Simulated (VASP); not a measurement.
Wanted: the native input for a VASP 6.6.1 run.

```
Task                   : relaxation of cell and atoms
Functional             : PBEsol
Potentials or basis    : VASP PAW PBE potentials, release 64 (Pt)
Cutoff                 : 600 eV
k mesh                 : 18 × 18 × 18
Occupations            : gaussian, width 0.1 eV
Spin                   : no spin polarisation
Dipole correction      : no
Further INCAR settings : ALGO = Normal; EDIFF = 1e-06; IBRION = 2; EDIFFG = -0.005; NSW = 100; ISIF = 3
```

The structure of Pt lies in POSCAR:

```
Pt
1.0
    0.0000000000      1.9459784596      1.9459784596
    1.9459784596      0.0000000000      1.9459784596
    1.9459784596      1.9459784596      0.0000000000
Pt
1
Direct
    0.0000000000      0.0000000000      0.0000000000
```

The input as run:

INCAR

```
SYSTEM = Pt
PREC     = Accurate       ! precision mode
ENCUT    = 600            ! plane-wave cutoff, eV
EDIFF    = 1E-6           ! SCF threshold, eV
ISMEAR   = 0              ! smearing method
SIGMA    = 0.1            ! smearing width, eV
LREAL    = .False.        ! projectors in reciprocal space
LASPH    = .True.         ! aspherical terms in the spheres
NELM     = 80             ! most SCF steps
ALGO     = Normal         ! electronic algorithm
ISIF     = 3              ! what is computed and relaxed
LWAVE    = .False.        ! write WAVECAR
LCHARG   = .False.        ! write CHGCAR
GGA      = PS             ! functional
IBRION   = 2              ! ionic algorithm
NSW      = 100            ! ionic steps
EDIFFG   = -0.005         ! ionic threshold
```

KPOINTS

```
regular mesh
0
Gamma
  18 18 18
  0 0 0
```

Potentials or basis: VASP PAW PBE potentials, release 64 (Pt).

Command:

```bash
$ cat potpaw_PBE.64/Pt/POTCAR > POTCAR
$ mpirun -np 1 vasp_std > vasp.out
```

Results of the run:

```
Relaxed volume                         : 15.02 Å³/atom
Relaxed cell                           : a = 2.769 Å, b = 2.769 Å, c = 2.769 Å, α = 60.00°, β = 60.00°, γ = 60.00°
Space group after relaxing (to 0.05 Å) : Fm-3m (No. 225)
Energy gained by relaxing              : 4.9 meV/atom
Ionic steps                            : 4
Pressure after relaxing                : 0.0 GPa
Band gap on the k mesh                 : zero (band 5 reaches 11.67 eV, above the bottom of band 6 at 9.43 eV)
```

Caveat: the PAW data sets were made with another functional, which shifts forces and pressure a little; spin-orbit coupling is left out, which moves the levels of the heavy elements.

Run time: 37 s on 1 thread of Intel(R) Xeon(R) 6975P-C (Granite Rapids), with other jobs on the host, peak memory 0.17 GiB.
